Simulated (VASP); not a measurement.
Set up this calculation in VASP 6.6.1, as the native input.

| Quantity | Value |
| --- | --- |
| Task | relaxation of cell and atoms |
| Functional | PBE |
| Potentials or basis | VASP PAW PBE potentials, release 64 (K_sv, In_d, W_sv, O) |
| Cutoff | 600 eV |
| k mesh | 5 × 5 × 5 |
| Occupations | fermi-dirac, width 0.05 eV |
| Spin | no spin polarisation |
| Dipole correction | no |
| Further INCAR settings | ALGO = Normal; EDIFF = 1e-06; IBRION = 2; EDIFFG = -0.02; NSW = 80; ISIF = 3 |

The structure of KInW2O6 lies in POSCAR:

```
KInW2O6
1.0
    0.0000000000      4.0406318800      4.0406318800
    4.0406318800      0.0000000000      4.0406318800
    4.0406318800      4.0406318800      0.0000000000
K In W O
1 1 2 6
Direct
    0.0000000000      0.0000000000      0.0000000000
    0.5000000000      0.5000000000      0.5000000000
    0.2500000000      0.2500000000      0.2500000000
    0.7500000000      0.7500000000      0.7500000000
    0.5000000000      0.5000000000      0.0000000000
    0.0000000000      0.0000000000      0.5000000000
    0.0000000000      0.5000000000      0.5000000000
    0.5000000000      0.0000000000      0.0000000000
    0.5000000000      0.0000000000      0.5000000000
    0.0000000000      0.5000000000      0.0000000000
```

The input as run:

INCAR

```
PREC = Accurate
ENCUT = 600
EDIFF = 1E-6
ISMEAR = -1
SIGMA = 0.05
LREAL = False
LASPH = True
NELM = 100
ALGO = Normal
ISIF = 3
LWAVE = False
LCHARG = False
GGA = PE
IBRION = 2
NSW = 80
EDIFFG = -0.02
```

KPOINTS

```
regular mesh
0
Gamma
  5 5 5
```

Potentials or basis: VASP PAW PBE potentials, release 64 (K_sv, In_d, W_sv, O).

Launch:

```bash
$ cat potpaw_PBE.64/K_sv/POTCAR potpaw_PBE.64/In_d/POTCAR potpaw_PBE.64/W_sv/POTCAR potpaw_PBE.64/O/POTCAR > POTCAR
$ mpirun -np 1 vasp_std > vasp.out
```

It gave:

| Item | Value |
| --- | --- |
| Relaxed volume | 12.68 Å³/atom |
| Relaxed cell | a = 5.640 Å, b = 5.640 Å, c = 5.640 Å, α = 60.00°, β = 60.00°, γ = 60.00° |
| Space group after relaxing (to 0.1 Å) | Fm-3m (No. 225) |
| Energy gained by relaxing | 12.2 meV/atom |
| Ionic steps | 3 |
| Pressure after relaxing | -0.1 GPa |
| Band gap on the k mesh | zero (bands 43 and 44 overlap by 1.73 eV) |

Caveat: spin-orbit coupling is left out, which moves the levels of the heavy elements.

Wall time 4 min on 1 thread of Intel(R) Xeon(R) Platinum 8124M CPU @ 3.00GHz (Skylake/Cascade Lake), with other jobs on the host, peak memory 0.38 GiB.
